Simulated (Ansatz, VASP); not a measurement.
**BN in VASP and in Ansatz**

```
CELL_PARAMETERS angstrom
2.49776 0.00000 0.00000
-1.24888 2.16312 0.00000
0.00000 0.00000 7.91640
ATOMIC_POSITIONS crystal
B 0.33333 0.66667 0.25000
B 0.66667 0.33333 0.75000
N 0.33333 0.66667 0.75000
N 0.66667 0.33333 0.25000
```

Alike in both runs: task single point; functional PBEsol; k mesh 12 × 12 × 4; occupations gaussian, width 0.05 eV; no spin polarisation.

```csv
,VASP,Ansatz
version,VASP 6.6.1,Ansatz 0.2.0
potentials or method,"VASP PAW PBE potentials, release 64 (B, N), cutoff 520 eV","scalar-relativistic, plane waves, PAW"
valence electrons in the cell,16,16
```

```csv
,VASP,Ansatz,Ansatz less VASP
gap on the k mesh at the Fermi level (eV),4.41,4.41,+0.005
least direct gap on the mesh (eV),4.64,4.64,+0.003
pressure (GPa),1.7,1.3,-0.39
"traceless stress, the component that is largest in VASP (GPa)",-2.12,-1.61,+0.514
```

VASP's potentials were made for PBE, not for PBEsol, and Ansatz warns of the same on its side. The functional is the same, so the differences come from potentials, cutoffs and numerics.
